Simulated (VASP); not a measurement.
BeH2: single point with PBEsol

BeH2:

```
CELL_PARAMETERS angstrom
0.00000 1.96993 1.96993
1.96993 0.00000 1.96993
1.96993 1.96993 0.00000
ATOMIC_POSITIONS crystal
Be 0.00000 0.00000 0.00000
H 0.25000 0.25000 0.25000
H 0.75000 0.75000 0.75000
```

| Item | Value |
| --- | --- |
| Program | VASP 6.6.1 |
| Task | single point |
| Functional | PBEsol |
| Potentials or basis | VASP PAW PBE potentials, release 64 (Be, H) |
| Cutoff | 600 eV |
| k mesh | 12 × 12 × 12 |
| Occupations | fermi-dirac, width 0.03 eV |
| Spin | no spin polarisation |

| Property | Result |
| --- | --- |
| Pressure | 0.2 GPa |
| Band gap on the k mesh | zero (bands 2 and 3 overlap by 5.19 eV) |

Levels at points of the mesh, in eV from the Fermi level:
| k point | band 1 | band 2 | band 3 | band 4 | band 5 |
| --- | --- | --- | --- | --- | --- |
| (0.00, 0.00, 0.00) | -14.11 | 4.06 | 9.38 | 9.38 | 9.38 |
| (0.50, 0.00, 0.00) | -8.68 | -7.52 | 7.21 | 7.21 | 10.60 |
| (0.50, 0.50, 0.00) | -8.54 | -1.21 | -1.13 | 2.96 | 2.96 |

Run time: 4.8 s on 1 thread of Intel(R) Xeon(R) Platinum 8559C (Emerald Rapids) (shared host), peak memory 0.14 GiB.

Caveat: the structure was generated, so it needn't be the stable form of BeH2; the PAW data sets were made with another functional, which shifts forces and pressure a little.
